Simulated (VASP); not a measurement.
# TiS2 (P-3m1) in VASP: further runs

TiS2 is run at these levels: PBE, PBE+U; tasks: single point.

Program: VASP 6.6.1. These are calculated values, not measurements. Logs are shortened: lines on timing, memory, paths and dates and some standing lists are left out, and cuts for length are marked.

**1. The cell of the first run**

The structure is trigonal, space group P-3m1 (No. 164). The conventional cell has a = 3.412 Å, b = 3.412 Å, c = 5.695 Å, α = 90.00°, β = 90.00°, γ = 120.00°. Ti (site symmetry -3m) has 6 S at 2.43 Å within 3.2 Å. S (site symmetry 3m) has 3 Ti at 2.43 Å within 3.2 Å.

**2. Single point, PBE**

File INCAR:

```
PREC = Accurate ; ENCUT = 500
EDIFF = 1E-6 ; ISMEAR = 0
SIGMA = 0.1 ; LREAL = F
LASPH = T ; NELM = 120
ALGO = Normal ; ISIF = 2
LWAVE = F ; LCHARG = F
GGA = PE ; NBANDS = 19
GGA_COMPAT = F
```

File KPOINTS:

```
regular mesh
0
Gamma
  6 6 4
```

File POSCAR:

```
TiS2
1.0
    3.4120000000      0.0000000000      0.0000000000
   -1.7060000000      2.9548790000      0.0000000000
    0.0000000000      0.0000000000      5.6950000000
Ti S
1 2
Direct
    0.0000000000      0.0000000000      0.0000000000
    0.3333333333      0.6666666667      0.2500000000
    0.6666666667      0.3333333333      0.7500000000
```

Potentials or basis: VASP PAW PBE potentials, release 64 (Ti_sv, S).

Command:

```bash
cat potpaw_PBE.64/Ti_sv/POTCAR potpaw_PBE.64/S/POTCAR > POTCAR
mpirun -np 1 vasp_std > vasp.out
```

OUTCAR:

```text
PREC = Accurate
   ENCUT = 500
   EDIFF = 1E-6
   ISMEAR = 0
   LREAL = F
   LASPH = T
   NELM = 120
   ISIF = 2
   GGA = PE

 ion  position               nearest neighbor table
   1  0.000  0.000  0.000-   2 2.43   3 2.43   3 2.43   2 2.43   3 2.43   2 2.43
   2  0.333  0.667  0.250-   1 2.43   1 2.43   1 2.43
   3  0.667  0.333  0.750-   1 2.43   1 2.43   1 2.43

  LATTYP: Found a hexagonal cell.
 ALAT       =     3.4120000000
 C/A-ratio  =     1.6691090270

  Lattice vectors:

 A1 = (   3.4120000000,   0.0000000000,   0.0000000000)
 A2 = (  -1.7060000000,   2.9548790000,   0.0000000000)
 A3 = (   0.0000000000,   0.0000000000,   5.6950000000)

Analysis of symmetry for initial positions (statically):
=====================================================================
 Subroutine PRICEL returns:
 Original cell was already a primitive cell.

 Routine SETGRP: Setting up the symmetry group for a
 hexagonal supercell.

 Subroutine GETGRP returns: Found 12 space group operations
 (whereof 12 operations were pure point group operations)
 out of a pool of 24 trial point group operations.

The static configuration has the point symmetry D_3d.

Analysis of symmetry for dynamics (positions and initial velocities):
=====================================================================
 Subroutine PRICEL returns:
 Original cell was already a primitive cell.

 Routine SETGRP: Setting up the symmetry group for a
 hexagonal supercell.

 Subroutine GETGRP returns: Found 12 space group operations
 (whereof 12 operations were pure point group operations)
 out of a pool of 24 trial point group operations.

The dynamic configuration has the point symmetry D_3d.

 Subroutine INISYM returns: Found 12 space group operations
 (whereof 12 operations are pure point group operations),
 and found     1 'primitive' translations

----------------------------------------------------------------------------------------

                                     Primitive cell

  volume of cell :      57.4173

  direct lattice vectors                    reciprocal lattice vectors
     3.412000000  0.000000000  0.000000000     0.293083236  0.169211667  0.000000000
    -1.706000000  2.954879000  0.000000000     0.000000000  0.338423333  0.000000000
     0.000000000  0.000000000  5.695000000     0.000000000  0.000000000  0.175592625

  length of vectors
     3.412000000  3.412000279  5.695000000     0.338423361  0.338423333  0.175592625

  position of ions in fractional coordinates (direct lattice)
     0.000000000  0.000000000  0.000000000
     0.333333333  0.666666667  0.250000000
     0.666666667  0.333333333  0.750000000

  ion indices of the primitive-cell ions
   primitive index   ion index
                 1           1
                 2           2
                 3           3

----------------------------------------------------------------------------------------

 KPOINTS: regular mesh

Automatic generation of k-mesh.
 Grid dimensions read from file:
 generate k-points for:    6    6    4

 Generating k-lattice:

  Cartesian coordinates                     Fractional coordinates (reciprocal lattice)
     0.048847206  0.028201944  0.000000000     0.166666667  0.000000000  0.000000000
     0.000000000  0.056403889  0.000000000     0.000000000  0.166666667  0.000000000
     0.000000000  0.000000000  0.043898156     0.000000000  0.000000000  0.250000000

  Length of vectors
     0.056403893  0.056403889  0.043898156

  Shift w.r.t. Gamma in fractional coordinates (k-lattice)
     0.000000000  0.000000000  0.000000000

 Subroutine IBZKPT returns following result:
 ===========================================

 Found     24 irreducible k-points:

 Following reciprocal coordinates:
            Coordinates               Weight
  0.000000  0.000000  0.000000      1.000000
  0.166667 -0.000000  0.000000      6.000000
  0.333333 -0.000000  0.000000      6.000000
  0.500000 -0.000000  0.000000      3.000000
  0.166667  0.166667  0.000000      6.000000
  0.333333  0.166667  0.000000     12.000000
[... 16 lines left out ...]
  0.333333  0.166667  0.500000     12.000000
  0.333333  0.333333  0.500000      2.000000
   k-points           NKPTS =     24   k-points in BZ     NKDIM =     24   number of bands    NBANDS=     19
   number of dos      NEDOS =    301   number of ions     NIONS =      3
   total plane-waves  NPLWV =  32928
   dimension x,y,z NGX =    28 NGY =   28 NGZ =   42
   dimension x,y,z NGXF=    56 NGYF=   56 NGZF=   84
   ions per type =               1   2
   NGX,Y,Z   is equivalent  to a cutoff of  13.64, 13.64, 12.26 a.u.
   NGXF,Y,Z  is equivalent  to a cutoff of  27.29, 27.29, 24.52 a.u.
 SYSTEM =  unknown system
   PREC   = accura    normal or accurate (medium, high low for compatibility)
   ISTART =      0    job   : 0-new  1-cont  2-samecut
   ICHARG =      2    charge: 1-file 2-atom 10-const
   ISPIN  =      1    spin polarized calculation?
   LNONCOLLINEAR =      F non collinear calculations
   LSORBIT =      F    spin-orbit coupling
   LASPH  =      T    aspherical Exc in radial PAW
   ENCUT  =  500.0 eV  36.75 Ry    6.06 a.u.   6.22  6.22 10.38*2*pi/ulx,y,z
   NELM   =    120;   NELMIN=  2; NELMDL= -5     # of ELM steps
   EDIFF  = 0.1E-05   stopping-criterion for ELM
   LREAL  =      F    real-space projection
   EDIFFG = 0.1E-04   stopping-criterion for IOM
   NSW    =      0    number of steps for IOM
   IBRION =     -1    ionic relax: 0-MD 1-quasi-New 2-CG
   NFREE  =      0    steps in history (QN), initial steepest desc. (CG)
   ISIF   =      2    stress and relaxation
   ISYM   =      2    0-nonsym 1-usesym 2-fastsym
   POTIM  = 0.5000    time-step for ionic-motion
   TEBEG  =    0.0;   TEEND  =   0.0 temperature during run
   PSTRESS=    0.0 pullay stress
   NELECT =      24.0000    total number of electrons
   NUPDOWN=      -1.0000    fix difference up-down
   EMIN   =  10.00;   EMAX   =-10.00  energy-range for DOS
   EFERMI =   0.00;   METHOD = LEGACY
   ISMEAR =     0;   SIGMA  =   0.10  broadening in eV -4-tet -1-fermi 0-gaus
   EFERMI_NEDOS =   21; number of points for ismear=-14 and -15
   IALGO  =     38    algorithm
   IMIX   =      4    mixing-type and parameters
     AMIX     =   0.40;   BMIX     =  1.00
     AMIX_MAG =   1.60;   BMIX_MAG =  1.00
  volume/ion in A,a.u.               =      19.14       129.16
  Fermi-wavevector in a.u.,A,eV,Ry     =   1.224046  2.313112 20.385456  1.498289
  Thomas-Fermi vector in A             =   2.359135
   LORBIT       =      0    0 simple, 1 ext, 2 COOP (PROOUT), +10 PAW based schemes
   GGA     = PE    functional components
   LHFCALC =     F    Hartree Fock is set to
   AEXX    =    0.0000 exact exchange contribution
   IVDW    =     0    specifies the selected vdW correction
   LEPSILON=     F    determine dielectric tensor
   LRPA    =     F    only Hartree local field effects (RPA)
 non-spin polarized calculation
 Gauss-broadening in eV      SIGMA  =   0.10
  energy-cutoff  :      500.00
  volume of cell :       57.42
 maximum number of plane-waves:      1472
 NGX is ok and might be reduce to    28
   NGX = 13   NGY = 13   NGZ = 21

 number of electron      23.9999999 magnetization

 Free energy of the ion-electron system (eV)
  ---------------------------------------------------
  ext. energy  EPLUGINS =         0.00000000
  ---------------------------------------------------
  free energy    TOTEN  =       -19.90603415 eV

  energy without entropy =      -19.90151143  energy(sigma->0) =      -19.90377279

 E-fermi :   5.4455     XC(G=0): -10.0957

 val. band max:        5.4115543176   @ k =   0.0000   0.0000   0.2500
 cond. band min:       5.5023021006   @ k =   0.0000   0.0000   0.0000
 fundamental gap:      0.0907477830
 Fermi energy:         5.4455385541

 k-point     1 :       0.0000    0.0000    0.0000
  band No.  band energies     occupation
      1     -52.2446      2.00000
      2     -28.4691      2.00000
      3     -28.4214      2.00000
      4     -28.4214      2.00000
      5      -8.3112      2.00000
      6      -6.6355      2.00000
[... 11 lines left out ...]
     18      11.5098      0.00000
     19      12.2981      0.00000

 k-point     2 :       0.1667   -0.0000    0.0000
  band No.  band energies     occupation
      1     -52.2417      2.00000
      2     -28.4629      2.00000
      3     -28.4532      2.00000
      4     -28.4287      2.00000
      5      -7.9954      2.00000
      6      -6.5707      2.00000
[... 11 lines left out ...]
     18      12.8134      0.00000
     19      13.4385      0.00000

 k-point     3 :       0.3333   -0.0000    0.0000
  band No.  band energies     occupation
      1     -52.2358      2.00000
      2     -28.5168      2.00000
      3     -28.4501      2.00000
      4     -28.4432      2.00000
      5      -7.2272      2.00000
      6      -6.4618      2.00000
[... 11 lines left out ...]
     18      12.6863      0.00000
     19      13.2449      0.00000

 k-point     4 :       0.5000   -0.0000    0.0000
  band No.  band energies     occupation
      1     -52.2328      2.00000
      2     -28.5481      2.00000
      3     -28.4504      2.00000
      4     -28.4438      2.00000
      5      -6.6013      2.00000
      6      -6.5581      2.00000
[... 407 lines left out ...]
     18      13.7524      0.00000
     19      13.8786      0.00000

 k-point    23 :       0.3333    0.1667    0.5000
  band No.  band energies     occupation
      1     -52.2328      2.00000
      2     -28.5316      2.00000
      3     -28.4671      2.00000
      4     -28.4439      2.00000
      5      -6.6658      2.00000
      6      -6.4889      2.00000
[... 11 lines left out ...]
     18      12.3038      0.00000
     19      13.1253      0.00000

 k-point    24 :       0.3333    0.3333    0.5000
  band No.  band energies     occupation
      1     -52.2314      2.00000
      2     -28.5090      2.00000
      3     -28.5090      2.00000
      4     -28.4409      2.00000
      5      -6.4315      2.00000
      6      -6.4315      2.00000
[... 11 lines left out ...]
     18      13.2114      0.00000
     19      13.2114      0.00000

------------------------ aborting loop because EDIFF is reached ----------------------------------------

  FORCE on cell =-STRESS in cart. coord.  units (eV):
  Direction    XX          YY          ZZ          XY          YZ          ZX
  --------------------------------------------------------------------------------------
  -------------------------------------------------------------------------------------
  Total        0.0272937      0.0272937      0.4056657     -0.0000000     -0.0000000      0.0000000
  in kB        0.7616053      0.7616054     11.3197381     -0.0000000     -0.0000000      0.0000000
  external PRESSURE =       4.2809829 kB  Pullay stress =       0.0000000 kB

 VOLUME and BASIS-vectors are now :
 -----------------------------------------------------------------------------
  energy-cutoff  :      500.00
  volume of cell :       57.42
      direct lattice vectors                 reciprocal lattice vectors
     3.412000000  0.000000000  0.000000000     0.293083236  0.169211667  0.000000000
    -1.706000000  2.954879000  0.000000000     0.000000000  0.338423333  0.000000000
     0.000000000  0.000000000  5.695000000     0.000000000  0.000000000  0.175592625

 POSITION                                       TOTAL-FORCE (eV/Angst)
 -----------------------------------------------------------------------------------
      0.00000      0.00000      0.00000         0.000000      0.000000      0.000000
     -0.00000      1.96992      1.42375        -0.000000      0.000000     -0.121198
      1.70600      0.98496      4.27125         0.000000      0.000000      0.121198
 -----------------------------------------------------------------------------------
    total drift:                               -0.000000     -0.000000     -0.000000

  FREE ENERGIE OF THE ION-ELECTRON SYSTEM (eV)
  ---------------------------------------------------
  free  energy   TOTEN  =       -19.9060341451 eV

  energy  without entropy=      -19.9015114342  energy(sigma->0) =      -19.90377279
```

Wall time 21 s (1 thread of Intel Xeon Platinum 8375C at 2.90GHz (Ice Lake), shared host); peak memory 0.17 GiB.

Results:

| Quantity | Value |
| --- | --- |
| Free energy | -19.9060 eV |
| Pressure | 0.4 GPa |
| Largest force | 0.121 eV/Å |
| Band gap on the k mesh | zero (band 12 reaches 5.50 eV, above the bottom of band 13 at 5.37 eV) |

Forces on the atoms (eV/Å):
```
Ti   0.000  0.000  0.000
S    0.000  0.000 -0.121
S    0.000  0.000  0.121
```

(Continued in part 2 of 2.)
